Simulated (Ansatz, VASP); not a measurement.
**CdF2 in VASP and in Ansatz**

File POSCAR:

```
CdF2
1.0
    0.0000000000      2.7310685800      2.7310685800
    2.7310685800      0.0000000000      2.7310685800
    2.7310685800      2.7310685800      0.0000000000
Cd F
1 2
Direct
    0.0000000000      0.0000000000      0.0000000000
    0.2500000000      0.2500000000      0.2500000000
    0.7500000000      0.7500000000      0.7500000000
```

Contents of INCAR.step1:

```
PREC = Accurate
ENCUT = 520
ISMEAR = -1
SIGMA = 0.02
LREAL = F
LASPH = T
NELM = 80
GGA = PE
ALGO = Normal
EDIFF = 1E-4
LWAVE = T
LCHARG = F
```

Contents of INCAR.step2:

```
PREC = Accurate
ENCUT = 520
EDIFF = 1E-6
ISMEAR = -1
SIGMA = 0.02
LREAL = F
LASPH = T
NELM = 80
ALGO = Normal
ISIF = 2
LWAVE = F
LCHARG = F
METAGGA = R2SCAN
LMIXTAU = T
IBRION = 2
NSW = 50
EDIFFG = -0.01
ISTART = 1
```

Contents of KPOINTS:

```
Automatic mesh
0
Gamma
  10 10 10
```

Input for Ansatz:

```yaml
crystal:
  lattice:
    - [0.0, 2.73106858, 2.73106858]
    - [2.73106858, 0.0, 2.73106858]
    - [2.73106858, 2.73106858, 0.0]
  atoms:
    - { symbol: Cd, position: [0.0, 0.0, 0.0] }
    - { symbol: F, position: [0.25, 0.25, 0.25] }
    - { symbol: F, position: [0.75, 0.75, 0.75] }
  symmetry: { tolerance: 0.0003 }
hamiltonian:
  xc: r2scan
  pseudopotentials: { kind: paw, azcp: { folder: soft_1 } }
basis:
  ecutwfc: 500
magnetization:
  spin_polarized: false
scf:
  occupations: { method: fermi_dirac, width: 0.02 }
kpoints:
  mp_grid: { grid: [10, 10, 10], shift: [0, 0, 0] }
  band_path:
    path:
      - [0.0, 0.0, 0.0]
      - [0.5, 0.0, 0.5]
      - [0.625, 0.25, 0.625]
      - [0.375, 0.375, 0.75]
      - [0.0, 0.0, 0.0]
      - [0.5, 0.5, 0.5]
      - [0.5, 0.25, 0.75]
      - [0.5, 0.0, 0.5]
    npoints: 10
output:
  forces: true
  stress: true
  eigenvalues: true
  write_potential: true
  elf: true
  volumetric_format: npy
  dos: { e_range: [-12, 8], de: 0.05 }
relax:
  max_steps: 30
```

Alike in both runs: task relaxation of the atoms; functional r2SCAN; k mesh 10 × 10 × 10; occupations fermi-dirac, width 0.02 eV; no spin polarisation.

|  | VASP | Ansatz |
| --- | --- | --- |
| version | VASP 6.6.1 | Ansatz 0.2.0 |
| potentials or method | VASP PAW PBE potentials, release 64 (Cd, F), cutoff 520 eV | PAW plane waves |
| valence electrons in the cell | 26 | 34 |

```csv
,VASP,Ansatz,Ansatz less VASP
"gap on the k mesh at the Fermi level, each at its own relaxed structure (eV)",3.61,3.65,+0.038
```

VASP's potentials were made for PBE, not for r2SCAN. VASP's potentials hold 26 valence electrons a cell and Ansatz's 34, so a difference there can come from the potentials and not from the codes. Ansatz's warnings: stress scf threshold loose.

Noted on VASP's run: the relaxation stopped at its first step, so nothing moved.
